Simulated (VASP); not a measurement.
Crystal: Nb.

```xyz
1
Lattice="-1.6640 1.6640 1.6640 1.6640 -1.6640 1.6640 1.6640 1.6640 -1.6640" Properties=species:S:1:pos:R:3 pbc="T T T"
Nb    0.0000    0.0000    0.0000
```

Program: VASP 6.6.1. Alike in all runs: task single point; potentials or basis VASP PAW PBE potentials, release 64 (Nb_sv); no spin polarisation; cell as given.

Q: Order these runs on this cell by their pressure, lowest first.
A. level PBE; k mesh 4 × 4 × 4; cutoff (eV) 500; smearing fermi-dirac 0.02 eV; dipole correction no
B. level PBE; k mesh 11 × 11 × 11; cutoff (eV) 500; smearing gaussian 0.019 eV; dipole correction no
C. level TPSS; k mesh 11 × 11 × 11; cutoff (eV) 440; smearing methfessel-paxton 0.1 eV; tolerance level standard; purpose a run that is hard to end

A: C (-4.5 GPa), B (-2.1 GPa), A (0.3 GPa).

Caveats: some runs use coarse meshes; the cell stands under tension (at least some runs); the PAW data sets were made with another functional, which shifts forces and pressure a little (at least some runs).
